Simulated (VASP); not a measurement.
Al2O3: single point with r2SCAN

Al2O3:

```
Al O
1.0
     2.75099    0.00000    0.00000
    -1.37550    2.38243    0.00000
     0.00000    0.00000    6.43875
Al O
2 3
Cartesian
  0.0000 0.0000 5.1088
  0.0000 0.0000 1.3299
  0.0000 1.5883 4.4316
  1.3755 0.7941 0.0000
  0.0000 1.5883 2.0072
```

```yaml
Program: VASP 6.6.1
Task: single point
Functional: r2SCAN
Potentials_or_basis: VASP PAW PBE potentials, release 64 (Al, O)
Cutoff: 520 eV
k_mesh: 11 × 11 × 3
Occupations: fermi-dirac, width 0.05 eV
Spin: no spin polarisation
```

- Pressure: 30.2 GPa
- Largest force: 0.018 eV/Å
- Band gap on the k mesh: 5.90 eV, indirect (least direct gap 5.96 eV)

Forces on the atoms (eV/Å):
```
Al   0.000  0.000  0.006
Al   0.000  0.000 -0.006
O    0.000  0.000  0.018
O    0.000  0.000  0.000
O    0.000  0.000 -0.018
```

Stress tensor (GPa, compression positive):
```
30.53  0.00  0.00
 0.00 30.53  0.00
 0.00  0.00 29.46
```

Levels at points of the mesh, in eV from the valence-band top:
```csv
k point,band 10,band 11,band 12,band 13,band 14,band 15
"(0.00, 0.00, 0.00)",-1.54,-1.54,-0.06,5.90,8.63,10.84
```

It took 120 s on 1 thread of AMD EPYC 7R43 64-Core Processor (Zen 3), on a shared host, peak memory 0.12 GiB.

Caveat: the PAW data sets were made with another functional, which shifts forces and pressure a little. A k mesh can miss the band edges.
